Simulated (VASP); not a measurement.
# LiHF2: single point with LDA

LiHF2:

```xyz
4
Lattice="1.4428 0.8330 4.4595 -1.4428 0.8330 4.4595 0.0000 -1.6660 4.4595" Properties=species:S:1:pos:R:3 pbc="T T T"
Li    0.0000    0.0000    0.0000
H     0.0000    0.0000    6.6892
F     0.0000    0.0000    5.5188
F     0.0000    0.0000    7.8597
```

This cell differs from its parent crystal: strain +0.000 along x and y, +0.030 along z.

```json
{
 "Program": "VASP 6.6.1",
 "Task": "single point",
 "Functional": "LDA",
 "Potentials or basis": "VASP PAW LDA potentials, release 64 (Li_sv, H, F)",
 "Cutoff": "520 eV",
 "k mesh": "9 × 9 × 9",
 "Occupations": "gaussian, width 0.05 eV",
 "Spin": "no spin polarisation"
}
```

The largest force is 0.575 eV/Å and the band gap on the k mesh is 7.91 eV, indirect (least direct gap 8.10 eV).

Forces in eV/Å, atoms in the order of the input:
```
Li   0.000  0.000  0.000
H    0.000  0.000  0.000
F    0.000  0.000  0.575
F    0.000  0.000 -0.575
```

Levels at points of the mesh, in eV from the valence-band top:
```tsv
k point	band 6	band 7	band 8	band 9	band 10	band 11	band 12	band 13
(0.00, 0.00, 0.00)	-0.33	-0.33	-0.19	-0.19	7.91	12.76	16.40	17.96
```

Wall time 44 s on 1 thread of Intel(R) Xeon(R) Platinum 8488C (Sapphire Rapids) (shared host), peak memory 0.18 GiB.

Caveat: the cell differs from its parent crystal (strain +0.000 along x and y, +0.030 along z). A k mesh can miss the band edges.
